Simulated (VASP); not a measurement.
# NaCl in VASP: further runs, part 2 of 2

VASP 6.6.1. Earlier steps stand in the parts before.

## Step 3: Single point, PBE (strain +0.025 along x and y, +0.050 along z)

The input, INCAR:

```
SYSTEM = NaCl
PREC = Accurate ; ENCUT = 520
EDIFF = 1E-6 ; ISMEAR = 0
SIGMA = 0.05 ; LREAL = .False.
LASPH = .True. ; NELM = 60
ALGO = Normal ; ISIF = 2
LWAVE = .False. ; LCHARG = .False.
GGA = PE ; NBANDS = 14
```

The input, KPOINTS:

```
regular mesh
0
Gamma
  6 6 6
  0 0 0
```

The input, POSCAR:

```
NaCl
1.0
    3.5897447500      0.0000000000      0.0000000000
    0.0000000000      3.5897447500      0.0000000000
    0.0000000000      0.0000000000      3.6772995000
Na Cl
1 1
Direct
    0.0000000000      0.0000000000      0.0000000000
    0.5000000000      0.5000000000      0.5000000000
```

Potentials or basis: VASP PAW PBE potentials, release 64 (Na_pv, Cl).

On the command line:

```sh
> cat potpaw_PBE.64/Na_pv/POTCAR potpaw_PBE.64/Cl/POTCAR > POTCAR
> mpirun -np 1 vasp_std > vasp.out
```

OUTCAR:

```text
SYSTEM = NaCl
   PREC = Accurate
   ENCUT = 520
   EDIFF = 1E-6
   ISMEAR = 0
   LREAL = .False.
   LASPH = .True.
   NELM = 60
   ISIF = 2
   GGA = PE

 ion  position               nearest neighbor table
   1  0.000  0.000  0.000-
   2  0.500  0.500  0.500-

  LATTYP: Found a simple tetragonal cell.
 ALAT       =     3.5897447500
 C/A-ratio  =     1.0243902439

  Lattice vectors:

 A1 = (   3.5897447500,   0.0000000000,   0.0000000000)
 A2 = (   0.0000000000,   3.5897447500,   0.0000000000)
 A3 = (   0.0000000000,   0.0000000000,   3.6772995000)

Analysis of symmetry for initial positions (statically):
=====================================================================
 Subroutine PRICEL returns:
 Original cell was already a primitive cell.

 Routine SETGRP: Setting up the symmetry group for a
 simple tetragonal supercell.

 Subroutine GETGRP returns: Found 16 space group operations
 (whereof 16 operations were pure point group operations)
 out of a pool of 16 trial point group operations.

The static configuration has the point symmetry D_4h.

Analysis of symmetry for dynamics (positions and initial velocities):
[... 169 lines left out ...]
      1     -22.4143      2.00000
      2     -22.4143      2.00000
      3     -22.4090      2.00000
      4     -13.2753      2.00000
      5      -0.7401      2.00000
      6      -0.5637      2.00000
      7      -0.5637      2.00000
      8       3.4618      0.00000
      9       8.3466      0.00000
     10       8.5514      0.00000
     11      14.3288      0.00000
     12      14.6993      0.00000
     13      14.6993      0.00000
     14      15.2428      0.00000
[... 377 lines left out ...]
      1     -22.4401      2.00000
      2     -22.4219      2.00000
      3     -22.4104      2.00000
      4     -12.8534      2.00000
      5      -2.3388      2.00000
      6      -1.7817      2.00000
      7      -0.2124      2.00000
      8       5.8230      0.00000
      9       8.3599      0.00000
     10      10.2178      0.00000
     11      10.9057      0.00000
     12      12.0882      0.00000
     13      12.8779      0.00000
     14      15.9555      0.00000

 [... further k-points ...]
[... 5 lines left out ...]
  --------------------------------------------------------------------------------------
  -------------------------------------------------------------------------------------
  Total       -0.4341555     -0.4341555     -0.8885379      0.0000000      0.0000000      0.0000000
  in kB      -14.6791105    -14.6791105    -30.0421088      0.0000000      0.0000000      0.0000000
  external PRESSURE =     -19.8001099 kB  Pullay stress =       0.0000000 kB

 VOLUME and BASIS-vectors are now :
 -----------------------------------------------------------------------------
  energy-cutoff  :      520.00
  volume of cell :       47.39
      direct lattice vectors                 reciprocal lattice vectors
     3.589744750  0.000000000  0.000000000     0.278571339  0.000000000  0.000000000
     0.000000000  3.589744750  0.000000000     0.000000000  0.278571339  0.000000000
     0.000000000  0.000000000  3.677299500     0.000000000  0.000000000  0.271938688

 POSITION                                       TOTAL-FORCE (eV/Angst)
 -----------------------------------------------------------------------------------
      0.00000      0.00000      0.00000         0.000000      0.000000      0.000000
      1.79487      1.79487      1.83865         0.000000      0.000000      0.000000
 -----------------------------------------------------------------------------------
    total drift:                               -0.000000      0.000000      0.000000

  FREE ENERGIE OF THE ION-ELECTRON SYSTEM (eV)
  ---------------------------------------------------
  free  energy   TOTEN  =        -6.4367429845 eV

  energy  without entropy=       -6.4367429845  energy(sigma->0) =       -6.43674298
```

OSZICAR:

```text
N       E                     dE             d eps       ncg     rms          rms(c)
DAV:   1     0.986869243938E+02    0.98687E+02   -0.70570E+03  1136   0.100E+03
DAV:   2     0.203538146933E+01   -0.96652E+02   -0.87609E+02  1280   0.260E+02
DAV:   3    -0.658501427769E+01   -0.86204E+01   -0.85624E+01  1420   0.730E+01
DAV:   4    -0.672342367028E+01   -0.13841E+00   -0.13835E+00  1306   0.100E+01
DAV:   5    -0.672643786741E+01   -0.30142E-02   -0.30141E-02  1446   0.152E+00    0.222E+00
DAV:   6    -0.646968230979E+01    0.25676E+00   -0.37098E-01  1396   0.341E+00    0.158E+00
DAV:   7    -0.643687086608E+01    0.32811E-01   -0.93790E-02  1544   0.173E+00    0.110E+00
DAV:   8    -0.643678990725E+01    0.80959E-04   -0.11892E-02  1138   0.945E-01    0.371E-01
DAV:   9    -0.643662205604E+01    0.16785E-03   -0.38495E-04  1462   0.147E-01    0.208E-01
DAV:  10    -0.643674717976E+01   -0.12512E-03   -0.34621E-04  1180   0.123E-01    0.397E-02
DAV:  11    -0.643674314446E+01    0.40353E-05   -0.11601E-05  1426   0.292E-02    0.157E-02
DAV:  12    -0.643674298454E+01    0.15992E-06   -0.42241E-06  1222   0.146E-02
   1 F= -.64367430E+01 E0= -.64367430E+01  d E =-.421918E-16
```

stdout:

```text
POSCAR found type information on POSCAR NaCl
 POSCAR found :  2 types and       2 ions
 scaLAPACK will be used
 LDA part: xc-table for (Slater+PW92), standard interpolation
 POSCAR, INCAR and KPOINTS ok, starting setup
 FFT: planning ... GRIDC
 FFT: planning ... GRID_SOFT
 FFT: planning ... GRID
 WAVECAR not read
 entering main loop
```

It took 8 s on 1 thread of Intel Xeon 6975P-C (Granite Rapids), shared host; peak memory 0.16 GiB.

Results:

- Free energy: -6.4367 eV
- Pressure: -2.0 GPa
- Band gap on the k mesh: 3.63 eV, indirect (least direct gap 4.03 eV)

Stress tensor (GPa, compression positive):
```
-1.47  0.00  0.00
 0.00 -1.47  0.00
 0.00  0.00 -3.00
```

Caveat: the cell differs from its parent crystal (strain +0.025 along x and y, +0.050 along z).

## Step 4: Single point, PBE (strain -0.050 along x and y, -0.050 along z)

The input, INCAR:

```
PREC = Accurate
ENCUT = 520
EDIFF = 1E-7
ISMEAR = 0
SIGMA = 0.05
LREAL = F
LASPH = T
NELM = 80
ALGO = Normal
ISIF = 2
LWAVE = F
LCHARG = F
GGA = PE
NBANDS = 14
```

The input, KPOINTS:

```
regular mesh
0
Gamma
  6 6 6
```

The input, POSCAR:

```
NaCl
1.0
    3.3270805000      0.0000000000      0.0000000000
    0.0000000000      3.3270805000      0.0000000000
    0.0000000000      0.0000000000      3.3270805000
Na Cl
1 1
Direct
    0.0000000000      0.0000000000      0.0000000000
    0.5000000000      0.5000000000      0.5000000000
```

On the command line:

```sh
> cat potpaw_PBE.64/Na_pv/POTCAR potpaw_PBE.64/Cl/POTCAR > POTCAR
> mpirun -np 1 vasp_std > vasp.out
```

Run time: 15 s. Hardware: 1 thread of Intel Xeon 8259CL, shared host; peak memory 0.15 GiB.

The run converged. Its results:

| Quantity | Value |
| --- | --- |
| Free energy | -6.3685 eV |
| Pressure | 5.8 GPa |
| Band gap on the k mesh | 4.56 eV, indirect (least direct gap 5.19 eV) |

Levels at points of the mesh, in eV from the valence-band top:
| k point | band 3 | band 4 | band 5 | band 6 | band 7 | band 8 | band 9 | band 10 | band 11 | band 12 |
| --- | --- | --- | --- | --- | --- | --- | --- | --- | --- | --- |
| (0.00, 0.00, 0.00) | -21.98 | -13.98 | -0.63 | -0.63 | -0.63 | 4.56 | 8.35 | 8.35 | 16.45 | 16.45 |
| (0.50, 0.00, 0.00) | -21.97 | -13.44 | -3.69 | -0.34 | -0.34 | 7.44 | 9.68 | 10.41 | 12.19 | 12.19 |
| (0.50, 0.50, 0.00) | -21.97 | -13.07 | -2.85 | -2.85 | 0.00 | 5.48 | 10.19 | 12.10 | 12.10 | 12.81 |
| (0.50, 0.50, 0.50) | -22.02 | -12.67 | -2.37 | -2.37 | -2.37 | 7.08 | 7.08 | 7.08 | 12.92 | 17.46 |

Caveat: the cell differs from its parent crystal (strain -0.050 along x and y, -0.050 along z). A k mesh can miss the band edges.

## Step 5: The runs side by side

| cell | gap on the mesh (eV) | pressure (GPa) |
| --- | --- | --- |
| a = 3.677, b = 3.677, c = 3.502 Å, 2 atoms | 3.47 | -1.9 |
| a = 3.590, b = 3.590, c = 3.677 Å, 2 atoms | 3.63 | -2.0 |
| a = 3.327 Å, 2 atoms | 4.56 | 5.8 |

Alike in all rows: task single point; level PBE; potentials or basis VASP PAW PBE potentials, release 64 (Na_pv, Cl); no spin polarisation; k mesh 6 × 6 × 6; cutoff (eV) 520; smearing gaussian 0.05 eV.

Total energies depend on the potentials used, so only differences within one code and one set of settings carry meaning.
